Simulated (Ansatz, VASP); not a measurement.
# Sb: VASP beside Ansatz

File INCAR:

```
SYSTEM = Sb
PREC = Accurate
ENCUT = 520
EDIFF = 1E-7
ISMEAR = -1
SIGMA = 0.05
LREAL = .False.
LASPH = .True.
NELM = 80
ALGO = Normal
ISIF = 2
LWAVE = .False.
LCHARG = .False.
LDIPOL = .True.
IDIPOL = 3
DIPOL = 0.5 0.5 0.500
GGA = PE
NBANDS = 24
```

KPOINTS

```
regular mesh
0
Gamma
  9 9 1
  0 0 0
```

Contents of POSCAR:

```
Sb
1.0
    3.3690001795      0.0000000000      0.0000000000
   -1.6845000897      2.9176397408      0.0000000000
    0.0000000000      0.0000000000     28.3250000000
Sb
6
Direct
    0.6666666667      0.3333333334      0.2647837599
    0.3333333333      0.6666666666      0.3588702560
    0.6666666667      0.3333333334      0.4529567520
    0.3333333333      0.6666666666      0.5470432480
    0.6666666667      0.3333333334      0.6411297440
    0.3333333333      0.6666666666      0.7352162401
```

input.yaml

```yaml
crystal:
  lattice:
    - [3.3690001795, 0.0, 0.0]
    - [-1.6845000897, 2.9176397408, 0.0]
    - [0.0, 0.0, 28.325]
  atoms:
    - { symbol: Sb, position: [0.6666666667, 0.3333333334, 0.2647837599] }
    - { symbol: Sb, position: [0.3333333333, 0.6666666666, 0.358870256] }
    - { symbol: Sb, position: [0.6666666667, 0.3333333334, 0.452956752] }
    - { symbol: Sb, position: [0.3333333333, 0.6666666666, 0.547043248] }
    - { symbol: Sb, position: [0.6666666667, 0.3333333334, 0.641129744] }
    - { symbol: Sb, position: [0.3333333333, 0.6666666666, 0.7352162401] }
hamiltonian:
  xc: pbe
  pseudopotentials: { kind: paw }
kpoints:
  mp_grid: { grid: [9, 9, 1] }
scf:
  occupations: { method: fermi_dirac, width: 0.05 }
  n_extra_bands: 15
output:
  forces: true
  eigenvalues: true
  dos: { projected: true, de: 0.05, nscf_kmesh: { grid: [14, 14, 1] } }
efield:
  axis: 3
  dipole_correction: true
  ramp_width: 0.04
```

Alike in both runs: functional PBE; k mesh 9 × 9 × 1; occupations fermi-dirac, width 0.05 eV; no spin polarisation.

|  | VASP | Ansatz |
| --- | --- | --- |
| version | VASP 6.6.1 | Ansatz 0.2.0 |
| potentials or method | VASP PAW PBE potentials, release 64 (Sb) | Ansatz PAW |
| plane-wave cutoff (eV) | 520 | 420 |
| valence electrons in the cell | 30 | 90 |
| task | single point | projected density of states |

VASP gave:

```
gap on the k mesh at the Fermi level (eV) : none
rms of the force components (eV/Å)        : 0.116
```

Which values does Ansatz return?

gap on the k mesh at the Fermi level (eV): none; rms of the force components (eV/Å): 0.114.

Atom by atom the forces differ by 0.003 eV/Å (rms over components). A gap of «none» marks a metal or a gap that the smearing closes. VASP's potentials hold 30 valence electrons a cell and Ansatz's 90, so a difference there can come from the potentials and not from the codes.

Spin-orbit coupling is off throughout.
